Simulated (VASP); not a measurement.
# Be (P4/mmm) in VASP: a series of runs

Be is run at these levels: PBE; tasks: single point, relaxation of cell and atoms.

All numbers are computed with VASP 6.6.1; they aren't measurements. Logs are shortened: lines on timing, memory, paths and dates and some standing lists are left out, and cuts for length are marked.

## Step 1: The cell of the first run

It takes space group P4/mmm (No. 123, tetragonal). Conventional cell: a = 2.657 Å, b = 2.657 Å, c = 2.313 Å, α = 90.00°, β = 90.00°, γ = 90.00°. Within 3.1 Å of Be (site symmetry 4/mmm) lie 6 Be at 2.31 to 2.66 Å.

The cell was built from a structure type or drawn by symmetry, and may not be a known phase.

## Step 2: Single point, PBE

The input, INCAR:

```
ALGO = Normal
EDIFF = 1E-6
ENCUT = 520
GGA = PE
ISIF = 2
ISMEAR = 0
LASPH = True
LCHARG = True
LELF = True
LREAL = False
LVHAR = True
LWAVE = False
NBANDS = 7
NELM = 80
PREC = Accurate
SIGMA = 0.1
```

The input, KPOINTS:

```
k-points
0
Gamma
  6 6 8
```

The input, POSCAR:

```
Be
1.0
    2.6570885000      0.0000000000      0.0000000000
    0.0000000000      2.6570885000      0.0000000000
    0.0000000000      0.0000000000      2.3132743700
Be
1
Direct
    0.5000000000      0.5000000000      0.0000000000
```

Potentials or basis: VASP PAW PBE potentials, release 64 (Be).

Started as:

```
$ cat potpaw_PBE.64/Be/POTCAR > POTCAR
$ mpirun -np 1 vasp_std > vasp.out
```

OUTCAR:

```text
EDIFF = 1E-6
   ENCUT = 520
   GGA = PE
   ISIF = 2
   ISMEAR = 0
   LASPH = True
   LREAL = False
   NELM = 80
   PREC = Accurate

 ion  position               nearest neighbor table
   1  0.500  0.500  0.000-

  LATTYP: Found a simple tetragonal cell.
 ALAT       =     2.6570885000
 C/A-ratio  =     0.8706049385

  Lattice vectors:

 A1 = (   2.6570885000,   0.0000000000,   0.0000000000)
 A2 = (   0.0000000000,   2.6570885000,   0.0000000000)
 A3 = (   0.0000000000,   0.0000000000,   2.3132743700)

Analysis of symmetry for initial positions (statically):
=====================================================================
 Subroutine PRICEL returns:
 Original cell was already a primitive cell.

 Routine SETGRP: Setting up the symmetry group for a
 simple tetragonal supercell.

 Subroutine GETGRP returns: Found 16 space group operations
 (whereof 16 operations were pure point group operations)
 out of a pool of 16 trial point group operations.

The static configuration has the point symmetry D_4h.

Analysis of symmetry for dynamics (positions and initial velocities):
=====================================================================
 Subroutine PRICEL returns:
 Original cell was already a primitive cell.

 Routine SETGRP: Setting up the symmetry group for a
 simple tetragonal supercell.

 Subroutine GETGRP returns: Found 16 space group operations
 (whereof 16 operations were pure point group operations)
 out of a pool of 16 trial point group operations.

The dynamic configuration has the point symmetry D_4h.

 Subroutine INISYM returns: Found 16 space group operations
 (whereof 16 operations are pure point group operations),
 and found     1 'primitive' translations

----------------------------------------------------------------------------------------

                                     Primitive cell

  volume of cell :      16.3320

  direct lattice vectors                    reciprocal lattice vectors
     2.657088500  0.000000000  0.000000000     0.376351785  0.000000000  0.000000000
     0.000000000  2.657088500  0.000000000     0.000000000  0.376351785  0.000000000
     0.000000000  0.000000000  2.313274370     0.000000000  0.000000000  0.432287675

  length of vectors
     2.657088500  2.657088500  2.313274370     0.376351785  0.376351785  0.432287675

  position of ions in fractional coordinates (direct lattice)
     0.500000000  0.500000000  0.000000000

  ion indices of the primitive-cell ions
   primitive index   ion index
                 1           1

----------------------------------------------------------------------------------------

 KPOINTS: k-points

Automatic generation of k-mesh.
 Grid dimensions read from file:
 generate k-points for:    6    6    8

 Generating k-lattice:

  Cartesian coordinates                     Fractional coordinates (reciprocal lattice)
     0.062725298  0.000000000  0.000000000     0.166666667  0.000000000  0.000000000
     0.000000000  0.062725298  0.000000000     0.000000000  0.166666667  0.000000000
     0.000000000  0.000000000  0.054035959     0.000000000  0.000000000  0.125000000

  Length of vectors
     0.062725298  0.062725298  0.054035959

  Shift w.r.t. Gamma in fractional coordinates (k-lattice)
     0.000000000  0.000000000  0.000000000

 Subroutine IBZKPT returns following result:
 ===========================================

 Found     50 irreducible k-points:

 Following reciprocal coordinates:
            Coordinates               Weight
  0.000000  0.000000  0.000000      1.000000
  0.166667  0.000000  0.000000      4.000000
  0.333333  0.000000  0.000000      4.000000
  0.500000  0.000000  0.000000      2.000000
  0.166667  0.166667  0.000000      4.000000
  0.333333  0.166667  0.000000      8.000000
[... 16 lines left out ...]
  0.333333  0.000000  0.250000      8.000000
  0.500000  0.000000  0.250000      4.000000
 [... further k-points ...]
   k-points           NKPTS =     50   k-points in BZ     NKDIM =     50   number of bands    NBANDS=      7
   number of dos      NEDOS =    301   number of ions     NIONS =      1
   total plane-waves  NPLWV =   7200
   dimension x,y,z NGX =    20 NGY =   20 NGZ =   18
   dimension x,y,z NGXF=    40 NGYF=   40 NGZF=   36
   ions per type =               1
   NGX,Y,Z   is equivalent  to a cutoff of  12.51, 12.51, 12.94 a.u.
   NGXF,Y,Z  is equivalent  to a cutoff of  25.03, 25.03, 25.87 a.u.
 SYSTEM =  unknown system
   PREC   = accura    normal or accurate (medium, high low for compatibility)
   ISTART =      0    job   : 0-new  1-cont  2-samecut
   ICHARG =      2    charge: 1-file 2-atom 10-const
   ISPIN  =      1    spin polarized calculation?
   LNONCOLLINEAR =      F non collinear calculations
   LSORBIT =      F    spin-orbit coupling
   LASPH  =      T    aspherical Exc in radial PAW
   ENCUT  =  520.0 eV  38.22 Ry    6.18 a.u.   4.94  4.94  4.30*2*pi/ulx,y,z
   NELM   =     80;   NELMIN=  2; NELMDL= -5     # of ELM steps
   EDIFF  = 0.1E-05   stopping-criterion for ELM
   LREAL  =      F    real-space projection
   EDIFFG = 0.1E-04   stopping-criterion for IOM
   NSW    =      0    number of steps for IOM
   IBRION =     -1    ionic relax: 0-MD 1-quasi-New 2-CG
   NFREE  =      0    steps in history (QN), initial steepest desc. (CG)
   ISIF   =      2    stress and relaxation
   ISYM   =      2    0-nonsym 1-usesym 2-fastsym
   POTIM  = 0.5000    time-step for ionic-motion
   TEBEG  =    0.0;   TEEND  =   0.0 temperature during run
   PSTRESS=    0.0 pullay stress
   NELECT =       2.0000    total number of electrons
   NUPDOWN=      -1.0000    fix difference up-down
   EMIN   =  10.00;   EMAX   =-10.00  energy-range for DOS
   EFERMI =   0.00;   METHOD = LEGACY
   ISMEAR =     0;   SIGMA  =   0.10  broadening in eV -4-tet -1-fermi 0-gaus
   EFERMI_NEDOS =   21; number of points for ismear=-14 and -15
   IALGO  =     38    algorithm
   IMIX   =      4    mixing-type and parameters
     AMIX     =   0.40;   BMIX     =  1.00
     AMIX_MAG =   1.60;   BMIX_MAG =  1.00
  volume/ion in A,a.u.               =      16.33       110.21
  Fermi-wavevector in a.u.,A,eV,Ry     =   0.812965  1.536281  8.992252  0.660912
  Thomas-Fermi vector in A             =   1.922604
   LORBIT       =      0    0 simple, 1 ext, 2 COOP (PROOUT), +10 PAW based schemes
   GGA     = PE    functional components
   LHFCALC =     F    Hartree Fock is set to
   AEXX    =    0.0000 exact exchange contribution
   IVDW    =     0    specifies the selected vdW correction
   LEPSILON=     F    determine dielectric tensor
   LRPA    =     F    only Hartree local field effects (RPA)
 non-spin polarized calculation
 Gauss-broadening in eV      SIGMA  =   0.10
  energy-cutoff  :      520.00
  volume of cell :       16.33
 maximum number of plane-waves:       460
 NGX is ok and might be reduce to    20
   NGX =  9   NGY =  9   NGZ =  9

 number of electron       2.0000000 magnetization

 Free energy of the ion-electron system (eV)
  ---------------------------------------------------
  ext. energy  EPLUGINS =         0.00000000
  ---------------------------------------------------
  free energy    TOTEN  =        -2.40104800 eV

  energy without entropy =       -2.39883134  energy(sigma->0) =       -2.39993967

 E-fermi :   1.7556     XC(G=0):  -8.3695

 val. band max:        1.6170319203   @ k =   0.3333   0.1667   0.5000
 cond. band min:       1.7691731446   @ k =   0.1667   0.0000   0.5000
 fundamental gap:      0.1521412243
 Fermi energy:         1.7556179446

 k-point     1 :       0.0000    0.0000    0.0000
  band No.  band energies     occupation
      1      -5.4525      2.00000
      2       9.9796      0.00000
      3       9.9796      0.00000
      4      14.9298      0.00000
      5      15.0815      0.00000
      6      16.7083      0.00000
      7      23.5547      0.00000

 k-point     2 :       0.1667    0.0000    0.0000
  band No.  band energies     occupation
      1      -4.9552      2.00000
      2       6.6609      0.00000
      3      10.3725      0.00000
      4      15.2614      0.00000
      5      16.4976      0.00000
      6      19.7665      0.00000
      7      23.2745      0.00000

 k-point     3 :       0.3333    0.0000    0.0000
  band No.  band energies     occupation
      1      -3.4658      2.00000
      2       2.4358      0.00000
      3      11.3402      0.00000
      4      16.0423      0.00000
      5      17.9164      0.00000
      6      21.5950      0.00000
      7      23.1073      0.00000

 k-point     4 :       0.5000    0.0000    0.0000
  band No.  band energies     occupation
      1      -1.0919      2.00000
      2      -0.8896      2.00000
      3      11.9784      0.00000
      4      16.5203      0.00000
      5      19.6813      0.00000
      6      19.9899      0.00000
      7      21.3669      0.00000

 k-point     5 :       0.1667    0.1667    0.0000
  band No.  band energies     occupation
      1      -4.4594      2.00000
      2       6.3966      0.00000
      3       7.9947      0.00000
      4      15.5849      0.00000
      5      18.8903      0.00000
      6      20.5961      0.00000
      7      22.2238      0.00000
[... 161 lines left out ...]
 k-point    22 :       0.1667    0.0000    0.2500
  band No.  band energies     occupation
      1      -3.5349      2.00000
      2       6.9076      0.00000
      3       9.3211      0.00000
      4      11.7125      0.00000
      5      18.3128      0.00000
      6      19.8895      0.00000
      7      24.7285      0.00000

 k-point    23 :       0.3333    0.0000    0.2500
  band No.  band energies     occupation
      1      -2.0599      2.00000
      2       3.6353      0.00000
      3       9.7688      0.00000
      4      12.6259      0.00000
      5      16.5661      0.00000
      6      21.1727      0.00000
      7      24.6478      0.00000

 k-point    24 :       0.5000    0.0000    0.2500
  band No.  band energies     occupation
      1       0.2029      2.00000
      2       0.5364      2.00000
      3      10.7007      0.00000
      4      13.2143      0.00000
      5      14.9667      0.00000
      6      22.1862      0.00000
      7      23.0751      0.00000

 [... further k-points ...]
[... 5 lines left out ...]
  --------------------------------------------------------------------------------------
  -------------------------------------------------------------------------------------
  Total       -1.5015131     -1.5015131     -1.7646969      0.0000000     -0.0000000      0.0000000
  in kB     -147.2992456   -147.2992456   -173.1177147      0.0000000     -0.0000000      0.0000000
  external PRESSURE =    -155.9054020 kB  Pullay stress =       0.0000000 kB

 VOLUME and BASIS-vectors are now :
 -----------------------------------------------------------------------------
  energy-cutoff  :      520.00
  volume of cell :       16.33
      direct lattice vectors                 reciprocal lattice vectors
     2.657088500  0.000000000  0.000000000     0.376351785  0.000000000  0.000000000
     0.000000000  2.657088500  0.000000000     0.000000000  0.376351785  0.000000000
     0.000000000  0.000000000  2.313274370     0.000000000  0.000000000  0.432287675

 POSITION                                       TOTAL-FORCE (eV/Angst)
 -----------------------------------------------------------------------------------
      1.32854      1.32854      0.00000         0.000000      0.000000      0.000000
 -----------------------------------------------------------------------------------
    total drift:                                0.000000      0.000000      0.000000

  FREE ENERGIE OF THE ION-ELECTRON SYSTEM (eV)
  ---------------------------------------------------
  free  energy   TOTEN  =        -2.4010480029 eV

  energy  without entropy=       -2.3988313445  energy(sigma->0) =       -2.39993967
```

It took 2.8 s on 1 thread of Intel Xeon Platinum 8488C (Sapphire Rapids), shared host; peak memory 0.11 GiB.

Results:

* Free energy: -2.4010 eV
* Pressure: -15.6 GPa
* Band gap on the k mesh: zero (bands 1 and 2 overlap by 5.48 eV)

Caveat: the k points lie up to 0.39 Å⁻¹ apart, too coarse for converged energies and pressures of a metal.

## Step 3: Relaxation of cell and atoms, PBE

The input, INCAR:

```
PREC     = Accurate       # precision mode
ENCUT    = 600            # plane-wave cutoff, eV
EDIFF    = 1E-6           # SCF threshold, eV
ISMEAR   = 0              # smearing method
SIGMA    = 0.1            # smearing width, eV
LREAL    = False          # projectors in reciprocal space
LASPH    = True           # aspherical terms in the spheres
NELM     = 60             # most SCF steps
ALGO     = Fast           # electronic algorithm
ISIF     = 3              # what is computed and relaxed
LWAVE    = False          # write WAVECAR
LCHARG   = False          # write CHGCAR
GGA      = PE             # functional
IBRION   = 2              # ionic algorithm
NSW      = 90             # ionic steps
EDIFFG   = -0.04          # ionic threshold
```

The input, KPOINTS:

```
regular mesh
0
Gamma
  6 6 8
```

POSCAR is that of step 2.

Potentials or basis: VASP PAW PBE potentials, release 64 (Be).

Started as:

```
$ cat potpaw_PBE.64/Be/POTCAR > POTCAR
$ mpirun -np 1 vasp_std > vasp.out
```

Wall time 8.1 s (1 thread of Intel Xeon Platinum 8488C (Sapphire Rapids), shared host); peak memory 0.13 GiB.

It converged, with:

* Free energy: -2.8031 eV
* Relaxed volume: 10.36 Å³/atom
* Relaxed cell: a = 2.253 Å, b = 2.253 Å, c = 2.041 Å, α = 90.00°, β = 90.00°, γ = 90.00°
* Space group after relaxing (to 0.1 Å): P4/mmm (No. 123)
* Energy gained by relaxing: 402.0 meV/atom
* Ionic steps: 8
* Pressure after relaxing: -0.1 GPa
* Band gap on the k mesh: zero (bands 1 and 2 overlap by 6.77 eV)

Stress tensor (GPa, compression positive):
```
-0.20  0.00  0.00
 0.00 -0.20  0.00
 0.00  0.00  0.20
```

The path:
```
step  energy change (eV)  largest force (eV/Å)  pressure (GPa)  volume (Å³)
   1              0.0000                0.0000          -15.59        16.33
   2             -0.2965                0.0000          -10.46        12.86
   3             -0.3688                0.0000           -3.20        11.17
   4             -0.3715                0.0000           -0.33        10.72
   5             -0.4001                0.0000            1.78        10.10
   6             -0.4015                0.0000            1.17        10.21
   7             -0.4015                0.0000            1.13        10.22
   8             -0.4020                0.0000           -0.07        10.36
```

Final structure:
```
CELL_PARAMETERS angstrom
2.25329 0.00000 0.00000
0.00000 2.25329 0.00000
0.00000 0.00000 2.04131
ATOMIC_POSITIONS crystal
Be 0.50000 0.50000 0.00000
```

Levels at points of the mesh, in eV from the Fermi level:
| k point | band 1 | band 2 | band 3 | band 4 | band 5 |
| --- | --- | --- | --- | --- | --- |
| (0.00, 0.00, 0.00) | -9.48 | 11.97 | 11.97 | 17.03 | 17.56 |
| (0.50, 0.00, 0.00) | -4.65 | -2.28 | 15.26 | 19.91 | 24.18 |
| (0.50, 0.50, 0.00) | 0.17 | 0.17 | 5.88 | 6.12 | 22.27 |
| (0.00, 0.00, 0.50) | -4.07 | -0.25 | 16.80 | 16.80 | 23.33 |
| (0.50, 0.00, 0.50) | 0.47 | 1.96 | 7.21 | 7.98 | 19.41 |
| (0.50, 0.50, 0.50) | 4.40 | 6.14 | 6.14 | 13.11 | 13.11 |

Caveat: the k points lie up to 0.46 Å⁻¹ apart in the final cell, too coarse for converged energies and pressures of a metal; the volume moved by over 15 % at a fixed basis, so the end points are rough.
